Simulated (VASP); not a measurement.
Input of a VASP 6.6.1 run:

File INCAR:

```
SYSTEM = Al
PREC = Accurate
ENCUT = 520
EDIFF = 1E-6
ISMEAR = -1
SIGMA = 0.05
LREAL = .FALSE.
LASPH = .TRUE.
NELM = 80
ALGO = Normal
ISIF = 2
LWAVE = .FALSE.
LCHARG = .TRUE.
GGA = PE
LELF = .TRUE.
LVHAR = .TRUE.
NBANDS = 10
```

KPOINTS

```
regular mesh
0
G
  7 7 10
  0 0 0
```

The input POSCAR:

```
Al
1.0
    4.5467300000      0.0000000000      0.0000000000
   -2.2733700000      3.9375800000      0.0000000000
    0.0000000000      0.0000000000      2.7539300000
Al
2
Direct
    0.3331430000      0.6604680000      0.4902950000
    0.6668740000      0.3456110000      0.5072180000
```

Potentials or basis: VASP PAW PBE potentials, release 64 (Al).

Launch:

```sh
$ cat potpaw_PBE.64/Al/POTCAR > POTCAR
$ mpirun -np 1 vasp_std > vasp.out
```

**Question.** Estimate the largest force.

**Answer.** 0.495 eV/Å.

**Question.** Predict the pressure.

**Answer.** 0.1 GPa.

Stress tensor (GPa, compression positive):
```
 1.88 -0.96  0.04
-0.96 -1.25 -0.05
 0.04 -0.05 -0.46
```

Caveat: the cell differs from its parent crystal (atoms moved at random).
